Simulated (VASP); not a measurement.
# Ti3As4 (P-43m) in VASP: relaxation of cell and atoms with PBE

Aim: the relaxation of cell and atoms of Ti3As4 with PBE.

Program: VASP 6.6.1. These are calculated values, not measurements. Logs are shortened: lines on timing, memory, paths and dates and some standing lists are left out, and cuts for length are marked.

### Step 1. The cell of the first run

The structure is cubic, space group P-43m (No. 215). The conventional cell has a = 5.578 Å, b = 5.578 Å, c = 5.578 Å, α = 90.00°, β = 90.00°, γ = 90.00°. Ti (site symmetry -42m) has 4 As at 2.48 Å within 3.3 Å. Within 3.3 Å of As (site symmetry 3m) lie 3 Ti at 2.48 Å.

The cell was generated, and may not be a known phase.

### Step 2. Relaxation of cell and atoms, PBE

INCAR

```
SYSTEM = Ti3As4
ALGO     = Normal         ! electronic algorithm
EDIFF    = 1E-6           ! SCF threshold, eV
EDIFFG   = -0.01          ! ionic threshold
ENCUT    = 600            ! plane-wave cutoff, eV
GGA      = PE             ! functional
IBRION   = 2              ! ionic algorithm
ISIF     = 3              ! what is computed and relaxed
ISMEAR   = 0              ! smearing method
LASPH    = .TRUE.         ! aspherical terms in the spheres
LCHARG   = .FALSE.        ! write CHGCAR
LREAL    = .FALSE.        ! projectors in reciprocal space
LWAVE    = .FALSE.        ! write WAVECAR
NELM     = 80             ! most SCF steps
NSW      = 100            ! ionic steps
PREC     = Accurate       ! precision mode
SIGMA    = 0.02           ! smearing width, eV
```

KPOINTS

```
k-points
0
G
  6 6 6
  0 0 0
```

POSCAR

```
Ti3As4
1.0
    5.5775038564      0.0000000000      0.0000000000
    0.0000000000      5.5775038564      0.0000000000
    0.0000000000      0.0000000000      5.5775038564
Ti As
3 4
Direct
    0.0000000000      0.0000000000      0.5000000000
    0.5000000000      0.0000000000      0.0000000000
    0.0000000000      0.5000000000      0.0000000000
    0.7321349087      0.7321349087      0.7321349087
    0.2678650913      0.2678650913      0.7321349087
    0.2678650913      0.7321349087      0.2678650913
    0.7321349087      0.2678650913      0.2678650913
```

Potentials or basis: VASP PAW PBE potentials, release 64 (Ti_sv, As).

Command:

```console
> cat potpaw_PBE.64/Ti_sv/POTCAR potpaw_PBE.64/As/POTCAR > POTCAR
> mpirun -np 1 vasp_std > vasp.out
```

OUTCAR:

```text
SYSTEM = Ti3As4
   EDIFF = 1E-6
   EDIFFG = -0.01
   ENCUT = 600
   GGA = PE
   IBRION = 2
   ISIF = 3
   ISMEAR = 0
   LASPH = .TRUE.
   LREAL = .FALSE.
   NELM = 80
   NSW = 100
   PREC = Accurate

 ion  position               nearest neighbor table
   1  0.000  0.000  0.500-   4 2.48   5 2.48   6 2.48   7 2.48
   2  0.500  0.000  0.000-   4 2.48   5 2.48   6 2.48   7 2.48
   3  0.000  0.500  0.000-   4 2.48   5 2.48   6 2.48   7 2.48
   4  0.732  0.732  0.732-   1 2.48   2 2.48   3 2.48
   5  0.268  0.268  0.732-   1 2.48   2 2.48   3 2.48
   6  0.268  0.732  0.268-   1 2.48   2 2.48   3 2.48
   7  0.732  0.268  0.268-   1 2.48   2 2.48   3 2.48

  LATTYP: Found a simple cubic cell.
 ALAT       =     5.5775038564

  Lattice vectors:

 A1 = (   5.5775038564,   0.0000000000,   0.0000000000)
 A2 = (   0.0000000000,   5.5775038564,   0.0000000000)
 A3 = (   0.0000000000,   0.0000000000,   5.5775038564)

Analysis of symmetry for initial positions (statically):
=====================================================================
 Subroutine PRICEL returns:
 Original cell was already a primitive cell.

 Routine SETGRP: Setting up the symmetry group for a
 simple cubic supercell.

 Subroutine GETGRP returns: Found 24 space group operations
 (whereof 24 operations were pure point group operations)
 out of a pool of 48 trial point group operations.

The static configuration has the point symmetry T_d .

Analysis of symmetry for dynamics (positions and initial velocities):
=====================================================================
 Subroutine PRICEL returns:
 Original cell was already a primitive cell.

 Routine SETGRP: Setting up the symmetry group for a
 simple cubic supercell.

 Subroutine GETGRP returns: Found 24 space group operations
 (whereof 24 operations were pure point group operations)
 out of a pool of 48 trial point group operations.

The dynamic configuration has the point symmetry T_d .

 Subroutine INISYM returns: Found 24 space group operations
 (whereof 24 operations are pure point group operations),
 and found     1 'primitive' translations

----------------------------------------------------------------------------------------

                                     Primitive cell

  volume of cell :     173.5081

  direct lattice vectors                    reciprocal lattice vectors
     5.577503856  0.000000000  0.000000000     0.179291673  0.000000000  0.000000000
     0.000000000  5.577503856  0.000000000     0.000000000  0.179291673  0.000000000
     0.000000000  0.000000000  5.577503856     0.000000000  0.000000000  0.179291673

  length of vectors
     5.577503856  5.577503856  5.577503856     0.179291673  0.179291673  0.179291673

  position of ions in fractional coordinates (direct lattice)
     0.000000000  0.000000000  0.500000000
     0.500000000  0.000000000  0.000000000
     0.000000000  0.500000000  0.000000000
     0.732134909  0.732134909  0.732134909
     0.267865091  0.267865091  0.732134909
     0.267865091  0.732134909  0.267865091
     0.732134909  0.267865091  0.267865091

  ion indices of the primitive-cell ions
   primitive index   ion index
                 1           1
                 2           2
                 3           3
                 4           4
                 5           5
                 6           6
                 7           7

----------------------------------------------------------------------------------------

 KPOINTS: k-points

Automatic generation of k-mesh.
 Grid dimensions read from file:
 generate k-points for:    6    6    6

 Generating k-lattice:

  Cartesian coordinates                     Fractional coordinates (reciprocal lattice)
     0.029881946  0.000000000  0.000000000     0.166666667  0.000000000  0.000000000
     0.000000000  0.029881946  0.000000000     0.000000000  0.166666667  0.000000000
     0.000000000  0.000000000  0.029881946     0.000000000  0.000000000  0.166666667

  Length of vectors
     0.029881946  0.029881946  0.029881946

  Shift w.r.t. Gamma in fractional coordinates (k-lattice)
     0.000000000  0.000000000  0.000000000

 Subroutine IBZKPT returns following result:
 ===========================================

 Found     20 irreducible k-points:

 Following reciprocal coordinates:
            Coordinates               Weight
  0.000000  0.000000  0.000000      1.000000
  0.166667  0.000000  0.000000      6.000000
  0.333333  0.000000  0.000000      6.000000
  0.500000  0.000000  0.000000      3.000000
  0.166667  0.166667  0.000000     12.000000
  0.333333  0.166667  0.000000     24.000000
[... 12 lines left out ...]
  0.500000  0.500000  0.333333      6.000000
  0.500000  0.500000  0.500000      1.000000
   k-points           NKPTS =     20   k-points in BZ     NKDIM =     20   number of bands    NBANDS=     33
   number of dos      NEDOS =    301   number of ions     NIONS =      7
   total plane-waves  NPLWV = 110592
   dimension x,y,z NGX =    48 NGY =   48 NGZ =   48
   dimension x,y,z NGXF=    96 NGYF=   96 NGZF=   96
   ions per type =               3   4
   NGX,Y,Z   is equivalent  to a cutoff of  14.31, 14.31, 14.31 a.u.
   NGXF,Y,Z  is equivalent  to a cutoff of  28.61, 28.61, 28.61 a.u.
 SYSTEM =  Ti3As4
   PREC   = accura    normal or accurate (medium, high low for compatibility)
   ISTART =      0    job   : 0-new  1-cont  2-samecut
   ICHARG =      2    charge: 1-file 2-atom 10-const
   ISPIN  =      1    spin polarized calculation?
   LNONCOLLINEAR =      F non collinear calculations
   LSORBIT =      F    spin-orbit coupling
   LASPH  =      T    aspherical Exc in radial PAW
   ENCUT  =  600.0 eV  44.10 Ry    6.64 a.u.  11.14 11.14 11.14*2*pi/ulx,y,z
   NELM   =     80;   NELMIN=  2; NELMDL= -5     # of ELM steps
   EDIFF  = 0.1E-05   stopping-criterion for ELM
   LREAL  =      F    real-space projection
   EDIFFG = -.1E-01   stopping-criterion for IOM
   NSW    =    100    number of steps for IOM
   IBRION =      2    ionic relax: 0-MD 1-quasi-New 2-CG
   NFREE  =      1    steps in history (QN), initial steepest desc. (CG)
   ISIF   =      3    stress and relaxation
   ISYM   =      2    0-nonsym 1-usesym 2-fastsym
   POTIM  = 0.5000    time-step for ionic-motion
   TEBEG  =    0.0;   TEEND  =   0.0 temperature during run
   PSTRESS=    0.0 pullay stress
   NELECT =      56.0000    total number of electrons
   NUPDOWN=      -1.0000    fix difference up-down
   EMIN   =  10.00;   EMAX   =-10.00  energy-range for DOS
   EFERMI =   0.00;   METHOD = LEGACY
   ISMEAR =     0;   SIGMA  =   0.02  broadening in eV -4-tet -1-fermi 0-gaus
   EFERMI_NEDOS =   21; number of points for ismear=-14 and -15
   IALGO  =     38    algorithm
   IMIX   =      4    mixing-type and parameters
     AMIX     =   0.40;   BMIX     =  1.00
     AMIX_MAG =   1.60;   BMIX_MAG =  1.00
  volume/ion in A,a.u.               =      24.79       167.27
  Fermi-wavevector in a.u.,A,eV,Ry     =   1.122960  2.122087 17.157480  1.261039
  Thomas-Fermi vector in A             =   2.259623
   LORBIT       =      0    0 simple, 1 ext, 2 COOP (PROOUT), +10 PAW based schemes
   GGA     = PE    functional components
   LHFCALC =     F    Hartree Fock is set to
   AEXX    =    0.0000 exact exchange contribution
   IVDW    =     0    specifies the selected vdW correction
   LEPSILON=     F    determine dielectric tensor
   LRPA    =     F    only Hartree local field effects (RPA)
 conjugate gradient relaxation of ions
 non-spin polarized calculation
 Gauss-broadening in eV      SIGMA  =   0.02
  energy-cutoff  :      600.00
  volume of cell :      173.51
 maximum number of plane-waves:      5832
 NGX is ok and might be reduce to    48
   NGX = 23   NGY = 23   NGZ = 23

--------------------------------------- Ionic step        1  -------------------------------------------

 number of electron      55.9999997 magnetization

 Free energy of the ion-electron system (eV)
  ---------------------------------------------------
  ext. energy  EPLUGINS =         0.00000000
  ---------------------------------------------------
  free energy    TOTEN  =       -43.43131595 eV

  energy without entropy =      -43.43131595  energy(sigma->0) =      -43.43131595

------------------------ aborting loop because EDIFF is reached ----------------------------------------

  FORCE on cell =-STRESS in cart. coord.  units (eV):
  Direction    XX          YY          ZZ          XY          YZ          ZX
  --------------------------------------------------------------------------------------
  -------------------------------------------------------------------------------------
  Total        0.3836855      0.3836855      0.3836855      0.0000000      0.0000000      0.0000000
  in kB        3.5429609      3.5429609      3.5429609      0.0000000      0.0000000      0.0000000
  external PRESSURE =       3.5429609 kB  Pullay stress =       0.0000000 kB
[... 231 lines left out ...]
  energy  without entropy=      -43.4328765630  energy(sigma->0) =      -43.43287656

--------------------------------------- Ionic step        7  -------------------------------------------

 number of electron      55.9999997 magnetization

 Free energy of the ion-electron system (eV)
  ---------------------------------------------------
  ext. energy  EPLUGINS =         0.00000000
  ---------------------------------------------------
  free energy    TOTEN  =       -43.43328707 eV

  energy without entropy =      -43.43328707  energy(sigma->0) =      -43.43328707

 E-fermi :   3.3244     XC(G=0):  -9.2877

 val. band max:        3.0971929464   @ k =   0.1667   0.1667   0.0000
 cond. band min:       3.7737221215   @ k =   0.3333   0.0000   0.0000
 fundamental gap:      0.6765291752
 Fermi energy:         3.3243894027

 k-point     1 :       0.0000    0.0000    0.0000
  band No.  band energies     occupation
      1     -53.7053      2.00000
      2     -53.7028      2.00000
      3     -53.7028      2.00000
      4     -30.0050      2.00000
      5     -30.0050      2.00000
      6     -30.0050      2.00000
[... 743 lines left out ...]
  FREE ENERGIE OF THE ION-ELECTRON SYSTEM (eV)
  ---------------------------------------------------
  free  energy   TOTEN  =       -43.4332870705 eV

  energy  without entropy=      -43.4332870705  energy(sigma->0) =      -43.43328707

 reached required accuracy - stopping structural energy minimisation
```

Run time: 15 min. Hardware: 1 thread of Intel Xeon Platinum 8259CL at 2.50GHz (Skylake/Cascade Lake), shared host; peak memory 0.41 GiB.

Results:

| Property | Result |
| --- | --- |
| Free energy | -43.4333 eV |
| Relaxed volume | 25.04 Å³/atom |
| Relaxed cell | a = 5.596 Å, b = 5.596 Å, c = 5.596 Å, α = 90.00°, β = 90.00°, γ = 90.00° |
| Space group after relaxing (to 0.1 Å) | P-43m (No. 215) |
| Energy gained by relaxing | 0.3 meV/atom |
| Ionic steps | 7 |
| Pressure after relaxing | 0.0 GPa |
| Largest force after relaxing | 0.005 eV/Å |
| Band gap on the k mesh | 0.68 eV (least direct gap 0.76 eV) |

Forces in eV/Å, atoms in the order of the input:
```
Ti   0.000  0.000  0.000
Ti   0.000  0.000  0.000
Ti   0.000  0.000  0.000
As   0.003  0.003  0.003
As  -0.003 -0.003  0.003
As  -0.003  0.003 -0.003
As   0.003 -0.003 -0.003
```

The path:
```
step  energy change (eV)  largest force (eV/Å)  pressure (GPa)  volume (Å³)
   1              0.0000                0.0062            0.35       173.51
   2             -0.0007                0.0489           -0.17       174.89
   3             -0.0010                0.0305            0.00       174.42
   4             -0.0010                0.0297            0.01       174.40
   5             -0.0012                0.0273            0.01       174.49
   6             -0.0016                0.0194            0.01       174.75
   7             -0.0020                0.0046            0.01       175.27
```

Final structure:
```xyz
7
Lattice="5.5964 0.0000 0.0000 0.0000 5.5964 0.0000 0.0000 0.0000 5.5964" Properties=species:S:1:pos:R:3 pbc="T T T"
Ti    5.5964    5.5964    2.7982
Ti    2.7982    5.5964    5.5964
Ti    5.5964    2.7982    5.5964
As    4.1048    4.1048    4.1048
As    1.4916    1.4916    4.1048
As    1.4916    4.1048    1.4916
As    4.1048    1.4916    1.4916
```

Caveat: semilocal functionals underestimate gaps, and a narrow one can read as zero.
